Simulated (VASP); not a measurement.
Here is a VASP 6.6.1 calculation.

INCAR

```
ALGO = Fast ; EDIFF = 1E-6
ENCUT = 520 ; GGA = PE
ISIF = 2 ; ISMEAR = 0
LASPH = True ; LCHARG = False
LREAL = False ; LWAVE = False
NBANDS = 64 ; NELM = 80
PREC = Accurate ; SIGMA = 0.2
```

Contents of KPOINTS:

```
k-points
0
Gamma
  3 3 3
```

POSCAR

```
GaMo
1.0
    5.0053158996      0.0000000000      0.0000000000
    0.0000000000      5.0053158996      0.0000000000
    0.0000000000      0.0000000000      5.0053158996
Ga Mo
4 4
Direct
    0.6506140453      0.1506140453      0.3493859547
    0.8493859547      0.8493859547      0.8493859547
    0.1506140453      0.3493859547      0.6506140453
    0.3493859547      0.6506140453      0.1506140453
    0.3566140046      0.8566140046      0.6433859954
    0.1433859954      0.1433859954      0.1433859954
    0.8566140046      0.6433859954      0.3566140046
    0.6433859954      0.3566140046      0.8566140046
```

Potentials or basis: VASP PAW PBE potentials, release 64 (Ga_d, Mo_sv).

Run with:

```console
$ cat potpaw_PBE.64/Ga_d/POTCAR potpaw_PBE.64/Mo_sv/POTCAR > POTCAR
$ mpirun -np 1 vasp_std > vasp.out
```

Problem. Estimate the band gap on the k mesh.

Solution. Zero (bands 54 and 55 overlap by 0.28 eV).

Problem. What does it give for the pressure?

Solution. 0.3 GPa.

Problem. Predict the largest force.

Solution. 0.027 eV/Å.

Forces on the atoms (eV/Å):
```
Ga   0.015  0.015 -0.015
Ga  -0.015 -0.015 -0.015
Ga   0.015 -0.015  0.015
Ga  -0.015  0.015  0.015
Mo   0.009  0.009 -0.009
Mo  -0.009 -0.009 -0.009
Mo   0.009 -0.009  0.009
Mo  -0.009  0.009  0.009
```

Caveat: the k points lie up to 0.42 Å⁻¹ apart.
